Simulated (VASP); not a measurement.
Fe, 2 atoms in the cell. The structure is hexagonal, space group P6_3/mmc (No. 194). The conventional cell has a = 2.507 Å, b = 2.507 Å, c = 3.842 Å, α = 90.00°, β = 90.00°, γ = 120.00°. Within 3.2 Å of Fe (site symmetry -6m2) lie 12 Fe at 2.41 to 2.51 Å.  This cell differs from its parent crystal: equal xx and yy strain of +3 %.

```yaml
Program: VASP 6.6.1
Task: electric field gradients
Functional: PBEsol
Potentials_or_basis: VASP PAW PBE potentials, release 64 (Fe)
Cutoff: 520 eV
k_mesh: 17 × 17 × 10
Occupations: fermi-dirac, width 0.08 eV
Spin: no spin polarisation
Dipole_correction: no
Further_INCAR_settings: ALGO = Normal; EDIFF = 1e-08; NBANDS = 15
```

Potentials or basis: VASP PAW PBE potentials, release 64 (Fe).

Command:

```console
$ cat potpaw_PBE.64/Fe/POTCAR > POTCAR
$ mpirun -np 1 vasp_std > vasp.out
```

Hardware: 1 thread of Intel Xeon 6975P-C, on a shared host.

Q: Estimate the wall time of this run.

A: Run time: 50 s on 1 thread of Intel Xeon 6975P-C (shared host), peak memory 0.17 GiB. Counts: scf iterations 15, k points 198.
